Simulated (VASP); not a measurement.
Here is a VASP 6.6.1 calculation.

File INCAR:

```
PREC = Accurate ; ENCUT = 700
EDIFF = 1E-6 ; ISMEAR = -1
SIGMA = 0.02 ; LREAL = F
LASPH = T ; NELM = 200
ALGO = Normal ; ISIF = 2
LWAVE = F ; LCHARG = F
ISPIN = 2 ; MAGMOM = 1.69 0
LORBIT = 11 ; NUPDOWN = 1.69
LMAXMIX = 4 ; LDAU = T
LDAUTYPE = 2 ; LDAUL = 2 -1
LDAUU = 4.8 0 ; LDAUJ = 0 0
LDAUPRINT = 1 ; GGA = PE
NBANDS = 22 ; GGA_COMPAT = F
```

File KPOINTS:

```
regular mesh
0
Gamma
  9 9 9
```

Contents of POSCAR:

```
CoO
1.0
    0.0000000000      2.1315000000      2.1315000000
    2.1315000000      0.0000000000      2.1315000000
    2.1315000000      2.1315000000      0.0000000000
Co O
1 1
Direct
    0.0000000000      0.0000000000      0.0000000000
    0.5000000000      0.5000000000      0.5000000000
```

Potentials or basis: VASP PAW PBE potentials, release 64 (Co_sv, O).

The run is started by

```bash
$ cat potpaw_PBE.64/Co_sv/POTCAR potpaw_PBE.64/O/POTCAR > POTCAR
$ mpirun -np 1 vasp_std > vasp.out
```

**Question.** Predict the pressure.

**Answer.** -7.4 GPa.

Eigenvalues of the final occupation matrices:
| site | spin | trace | eigenvalues |
| --- | --- | --- | --- |
| site 1 d | 1 | 4.32 | 0.79 0.79 0.92 0.92 0.92 |
| site 1 d | 2 | 2.54 | 0.06 0.06 0.81 0.81 0.81 |

Caveat: the cell stands under tension; the total moment is fixed, so each spin has its own Fermi level and the state may be an excited one; a cell with one magnetic atom can't hold antiferromagnetic order, which such compounds often take. The state reached can hang on the start; a lower one may exist.
